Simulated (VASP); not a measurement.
# WS2 in VASP: further runs, part 2 of 2

VASP 6.6.1. Earlier steps stand in the parts before.

### 3 Single point, r2SCAN (biaxial strain in the a-b plane: +1.5 %, then relaxed in part)

Input file POSCAR:

```
WS2
1.0
    3.2291759840      0.0000000000      0.0000000000
   -1.6145879920      2.7965484355      0.0000000000
    0.0000000000      0.0000000000     28.4628845521
W S
3 6
Direct
    0.6666666667      0.3333333333      0.5000000000
    0.3333333333      0.6666666667      0.7280976500
    0.3333333333      0.6666666667      0.2719023500
    0.6666666667      0.3333333333      0.7823152288
    0.6666666667      0.3333333333      0.3261419729
    0.3333333333      0.6666666667      0.5542363827
    0.6666666667      0.3333333333      0.6738580271
    0.6666666667      0.3333333333      0.2176847712
    0.3333333333      0.6666666667      0.4457636173
```

Input file INCAR.step1:

```
PREC = Accurate ; ENCUT = 520
ISMEAR = 0 ; SIGMA = 0.02
LREAL = False ; LASPH = True
NELM = 80 ; NBANDS = 49
GGA = PE ; ALGO = Normal
EDIFF = 1E-4 ; LWAVE = True
LCHARG = False
```

Input file INCAR.step2:

```
PREC = Accurate ; ENCUT = 520
EDIFF = 1E-6 ; ISMEAR = 0
SIGMA = 0.02 ; LREAL = False
LASPH = True ; NELM = 80
ALGO = Normal ; ISIF = 2
LWAVE = False ; LCHARG = False
METAGGA = R2SCAN ; LMIXTAU = True
NBANDS = 49 ; ISTART = 1
```

Input file KPOINTS:

```
Automatic mesh
0
Gamma
  12 12 1
```

Potentials or basis: VASP PAW PBE potentials, release 64 (W_sv, S).

The run is started by

```sh
cat potpaw_PBE.64/W_sv/POTCAR potpaw_PBE.64/S/POTCAR > POTCAR
cp INCAR.step1 INCAR
mpirun -np 1 vasp_std > vasp.out
cp INCAR.step2 INCAR
mpirun -np 1 vasp_std > vasp.out
```

OUTCAR:

```text
PREC = Accurate
   ENCUT = 520
   EDIFF = 1E-6
   ISMEAR = 0
   LREAL = False
   LASPH = True
   NELM = 80
   ISIF = 2
   METAGGA = R2SCAN
   ISTART = 1

 ion  position               nearest neighbor table
   1  0.667  0.333  0.500-   6 2.42   9 2.42   6 2.42   9 2.42   6 2.42   9 2.42
   2  0.333  0.667  0.728-   4 2.42   4 2.42   4 2.42   7 2.42   7 2.42   7 2.42
   3  0.333  0.667  0.272-   8 2.42   8 2.42   8 2.42   5 2.42   5 2.42   5 2.42
   4  0.667  0.333  0.782-   2 2.42   2 2.42   2 2.42
   5  0.667  0.333  0.326-   3 2.42   3 2.42   3 2.42
   6  0.333  0.667  0.554-   1 2.42   1 2.42   1 2.42
   7  0.667  0.333  0.674-   2 2.42   2 2.42   2 2.42
   8  0.667  0.333  0.218-   3 2.42   3 2.42   3 2.42
   9  0.333  0.667  0.446-   1 2.42   1 2.42   1 2.42

  LATTYP: Found a hexagonal cell.
 ALAT       =     3.2291759840
 C/A-ratio  =     8.8142872030

  Lattice vectors:

 A1 = (   3.2291759840,   0.0000000000,   0.0000000000)
 A2 = (  -1.6145879920,   2.7965484355,   0.0000000000)
 A3 = (   0.0000000000,   0.0000000000,  28.4628845521)

Analysis of symmetry for initial positions (statically):
=====================================================================
 Subroutine PRICEL returns:
 Original cell was already a primitive cell.

 Routine SETGRP: Setting up the symmetry group for a
 hexagonal supercell.

 Subroutine GETGRP returns: Found 12 space group operations
 (whereof 12 operations were pure point group operations)
 out of a pool of 24 trial point group operations.

The static configuration has the point symmetry D_3h.

Analysis of symmetry for dynamics (positions and initial velocities):
=====================================================================
 Subroutine PRICEL returns:
 Original cell was already a primitive cell.

 Routine SETGRP: Setting up the symmetry group for a
 hexagonal supercell.

 Subroutine GETGRP returns: Found 12 space group operations
 (whereof 12 operations were pure point group operations)
 out of a pool of 24 trial point group operations.

The dynamic configuration has the point symmetry D_3h.

 Subroutine INISYM returns: Found 12 space group operations
 (whereof 12 operations are pure point group operations),
 and found     1 'primitive' translations

----------------------------------------------------------------------------------------

                                     Primitive cell

  volume of cell :     257.0354

  direct lattice vectors                    reciprocal lattice vectors
     3.229175984  0.000000000  0.000000000     0.309676526  0.178791826  0.000000000
    -1.614587992  2.796548436  0.000000000     0.000000000  0.357583651  0.000000000
     0.000000000  0.000000000 28.462884552     0.000000000  0.000000000  0.035133473

  length of vectors
     3.229175984  3.229175984 28.462884552     0.357583651  0.357583651  0.035133473

  position of ions in fractional coordinates (direct lattice)
     0.666666667  0.333333333  0.500000000
     0.333333333  0.666666667  0.728097650
     0.333333333  0.666666667  0.271902350
     0.666666667  0.333333333  0.782315229
     0.666666667  0.333333333  0.326141973
[... 48 lines left out ...]
  0.250000  0.000000  0.000000      6.000000
  0.333333  0.000000  0.000000      6.000000
  0.416667  0.000000  0.000000      6.000000
[... 11 lines left out ...]
  0.333333  0.250000  0.000000     12.000000
  0.333333  0.333333  0.000000      2.000000
   k-points           NKPTS =     19   k-points in BZ     NKDIM =     19   number of bands    NBANDS=     49
   number of dos      NEDOS =    301   number of ions     NIONS =      9
   total plane-waves  NPLWV = 124416
   dimension x,y,z NGX =    24 NGY =   24 NGZ =  216
   dimension x,y,z NGXF=    48 NGYF=   48 NGZF=  432
   ions per type =               3   6
   NGX,Y,Z   is equivalent  to a cutoff of  12.36, 12.36, 12.62 a.u.
   NGXF,Y,Z  is equivalent  to a cutoff of  24.71, 24.71, 25.23 a.u.
 SYSTEM =  unknown system
   PREC   = accura    normal or accurate (medium, high low for compatibility)
   ISTART =      1    job   : 0-new  1-cont  2-samecut
   ICHARG =      0    charge: 1-file 2-atom 10-const
   ISPIN  =      1    spin polarized calculation?
   LNONCOLLINEAR =      F non collinear calculations
   LSORBIT =      F    spin-orbit coupling
   LASPH  =      T    aspherical Exc in radial PAW
   ENCUT  =  520.0 eV  38.22 Ry    6.18 a.u.   6.00  6.00 52.92*2*pi/ulx,y,z
   NELM   =     80;   NELMIN=  2; NELMDL=  0     # of ELM steps
   EDIFF  = 0.1E-05   stopping-criterion for ELM
   LREAL  =      F    real-space projection
   EDIFFG = 0.1E-04   stopping-criterion for IOM
   NSW    =      0    number of steps for IOM
   IBRION =     -1    ionic relax: 0-MD 1-quasi-New 2-CG
   NFREE  =      0    steps in history (QN), initial steepest desc. (CG)
   ISIF   =      2    stress and relaxation
   ISYM   =      2    0-nonsym 1-usesym 2-fastsym
   POTIM  = 0.5000    time-step for ionic-motion
   TEBEG  =    0.0;   TEEND  =   0.0 temperature during run
   PSTRESS=    0.0 pullay stress
   NELECT =      78.0000    total number of electrons
   NUPDOWN=      -1.0000    fix difference up-down
   EMIN   =  10.00;   EMAX   =-10.00  energy-range for DOS
   EFERMI =   0.00;   METHOD = LEGACY
   ISMEAR =     0;   SIGMA  =   0.02  broadening in eV -4-tet -1-fermi 0-gaus
   EFERMI_NEDOS =   21; number of points for ismear=-14 and -15
   IALGO  =     38    algorithm
   IMIX   =      4    mixing-type and parameters
     AMIX     =   0.40;   BMIX     =  1.00
     AMIX_MAG =   1.60;   BMIX_MAG =  1.00
  volume/ion in A,a.u.               =      28.56       192.73
  Fermi-wavevector in a.u.,A,eV,Ry     =   1.100125  2.078935 16.466792  1.210275
  Thomas-Fermi vector in A             =   2.236531
   LORBIT       =      0    0 simple, 1 ext, 2 COOP (PROOUT), +10 PAW based schemes
   METAGGA = R2SCAN    functional components
   LHFCALC =     F    Hartree Fock is set to
   AEXX    =    0.0000 exact exchange contribution
   IVDW    =     0    specifies the selected vdW correction
   LEPSILON=     F    determine dielectric tensor
   LRPA    =     F    only Hartree local field effects (RPA)
 non-spin polarized calculation
 Gauss-broadening in eV      SIGMA  =   0.02
  energy-cutoff  :      520.00
  volume of cell :      257.04
 maximum number of plane-waves:      7020
   NGX = 13   NGY = 13   NGZ =105

 number of electron      78.0000018 magnetization

 Free energy of the ion-electron system (eV)
  ---------------------------------------------------
  ext. energy  EPLUGINS =         0.00000000
  ---------------------------------------------------
  free energy    TOTEN  =      -210.14336044 eV

  energy without entropy =     -210.14336044  energy(sigma->0) =     -210.14336044

 E-fermi :   2.6808     XC(G=0):  -7.7160

 val. band max:        2.4661943177   @ k =   0.0000   0.0000   0.0000
 cond. band min:       3.5985900860   @ k =   0.3333   0.3333   0.0000
 fundamental gap:      1.1323957684
 Fermi energy:         2.6808203976

 k-point     1 :       0.0000    0.0000    0.0000
  band No.  band energies     occupation
      1     -74.1245      2.00000
      2     -74.1237      2.00000
      3     -74.1237      2.00000
      4     -37.6763      2.00000
      5     -37.6752      2.00000
      6     -37.6752      2.00000
[... 977 lines left out ...]
     48       6.0923      0.00000
     49       7.5037      0.00000

------------------------ aborting loop because EDIFF is reached ----------------------------------------

  FORCE on cell =-STRESS in cart. coord.  units (eV):
  Direction    XX          YY          ZZ          XY          YZ          ZX
  --------------------------------------------------------------------------------------
  -------------------------------------------------------------------------------------
  Total       -4.3811552     -4.3811552      0.1054032      0.0000000      0.0000000     -0.0000000
  in kB      -27.3090286    -27.3090286      0.6570094      0.0000000      0.0000000     -0.0000000
  external PRESSURE =     -17.9870159 kB  Pullay stress =       0.0000000 kB

 VOLUME and BASIS-vectors are now :
 -----------------------------------------------------------------------------
  energy-cutoff  :      520.00
  volume of cell :      257.04
      direct lattice vectors                 reciprocal lattice vectors
     3.229175984  0.000000000  0.000000000     0.309676526  0.178791826  0.000000000
    -1.614587992  2.796548436  0.000000000     0.000000000  0.357583651  0.000000000
     0.000000000  0.000000000 28.462884552     0.000000000  0.000000000  0.035133473

 POSITION                                       TOTAL-FORCE (eV/Angst)
 -----------------------------------------------------------------------------------
      1.61459      0.93218     14.23144         0.000000      0.000000      0.000000
     -0.00000      1.86437     20.72376         0.000000      0.000000     -0.000013
     -0.00000      1.86437      7.73913         0.000000      0.000000      0.000013
      1.61459      0.93218     22.26695        -0.000000     -0.000000      0.019936
      1.61459      0.93218      9.28294         0.000000      0.000000      0.018713
     -0.00000      1.86437     15.77517        -0.000000      0.000000      0.019414
      1.61459      0.93218     19.17994         0.000000      0.000000     -0.018713
      1.61459      0.93218      6.19594        -0.000000     -0.000000     -0.019936
     -0.00000      1.86437     12.68772         0.000000      0.000000     -0.019414
 -----------------------------------------------------------------------------------
    total drift:                                0.000001     -0.000001     -0.000000

  FREE ENERGIE OF THE ION-ELECTRON SYSTEM (eV)
  ---------------------------------------------------
  free  energy   TOTEN  =      -210.1433604437 eV

  energy  without entropy=     -210.1433604437  energy(sigma->0) =     -210.14336044
```

Wall time 26 min (1 thread of Intel Xeon Platinum 8259CL at 2.50GHz (Skylake/Cascade Lake), shared host); peak memory 0.49 GiB.

Results:

```
Free energy            : -210.1434 eV
Largest force          : 0.020 eV/Å
Band gap on the k mesh : 1.13 eV (least direct gap 1.70 eV)
```

Forces on the atoms (eV/Å):
```
W    0.000  0.000  0.000
W    0.000  0.000  0.000
W    0.000  0.000  0.000
S    0.000  0.000  0.020
S    0.000  0.000  0.019
S    0.000  0.000  0.019
S    0.000  0.000 -0.019
S    0.000  0.000 -0.020
S    0.000  0.000 -0.019
```

Levels at points of the mesh, in eV from the valence-band top:
```csv
k point,band 35,band 36,band 37,band 38,band 39,band 40,band 41,band 42,band 43,band 44
"(0.00, 0.00, 0.00)",-2.45,-2.04,-0.61,-0.27,0.00,2.39,2.39,2.40,2.40,2.40
"(0.50, 0.00, 0.00)",-2.13,-2.10,-1.54,-1.49,-1.46,2.22,2.23,2.24,2.67,2.71
```

Caveat: the cell differs from its parent crystal (biaxial strain in the a-b plane: +1.5 %, then relaxed in part); there is no dipole correction, which matters where the two faces differ; the PAW data sets were made with another functional, which shifts forces and pressure a little; spin-orbit coupling is left out, which moves the levels of the heavy elements.
